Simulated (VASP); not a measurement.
## HfN: electric field gradients with LDA

Crystal: HfN.

```
Hf N
1.0
     0.04518    2.28159    2.28159
     2.28159    0.04518    2.28159
     2.28159    2.28159    0.04518
Hf N
1 1
Direct
  0.00000 0.00000 0.00000
  0.50000 0.50000 0.50000
```

This cell differs from its parent crystal: equal xy, yz and zx shear strains of +2 %.

```json
{"Program": "VASP 6.6.1", "Task": "electric field gradients", "Functional": "LDA", "Potentials or basis": "VASP PAW LDA potentials, release 64 (Hf_pv, N)", "Cutoff": "520 eV", "k mesh": "10 × 10 × 10", "Occupations": "fermi-dirac, width 0.03 eV", "Spin": "no spin polarisation", "Dipole correction": "no", "Further INCAR settings": "ALGO = Normal; EDIFF = 1e-08; NBANDS = 14"}
```

The pressure is -10.5 GPa.

Stress tensor (GPa, compression positive):
```
-10.50  -2.25  -2.25
 -2.25 -10.50  -2.25
 -2.25  -2.25 -10.50
```

Levels at points of the mesh, in eV from the Fermi level:
```
           k point  band 3  band 4  band 5  band 6  band 7  band 8  band 9  band 10  band 11  band 12
(0.00, 0.00, 0.00)  -30.96  -17.27   -3.10   -2.93   -2.93   -0.76   -0.29    -0.29     1.88     1.88
(0.50, 0.00, 0.00)  -31.07  -14.44   -8.87   -6.39   -6.11    2.98    3.74     3.92     4.49     8.77
(0.50, 0.50, 0.00)  -31.27  -16.16   -5.34   -3.87   -3.72   -3.57    3.98     5.35     5.47     5.69
(0.50, 0.50, 0.50)  -31.04  -14.51   -8.92   -6.02   -6.02    3.11    3.45     3.45     4.62     8.62
```

Electric field gradients, principal values (V/Å²):
| atom | least | middle | greatest (by size) |
| --- | --- | --- | --- |
| 1 Hf | 7.198 | 7.198 | -14.396 |
| 2 N | -1.072 | -1.072 | 2.144 |

Run time: 51 s on 1 thread of AMD EPYC 7R43 64-Core Processor (Zen 3), on a shared host, peak memory 0.12 GiB.

Caveat: the cell differs from its parent crystal (equal xy, yz and zx shear strains of +2 %); without QUAD_EFG the Cq values of the log hold for a quadrupole moment of 1 mb, not for the nuclei; spin-orbit coupling is left out, which moves the levels of the heavy elements.
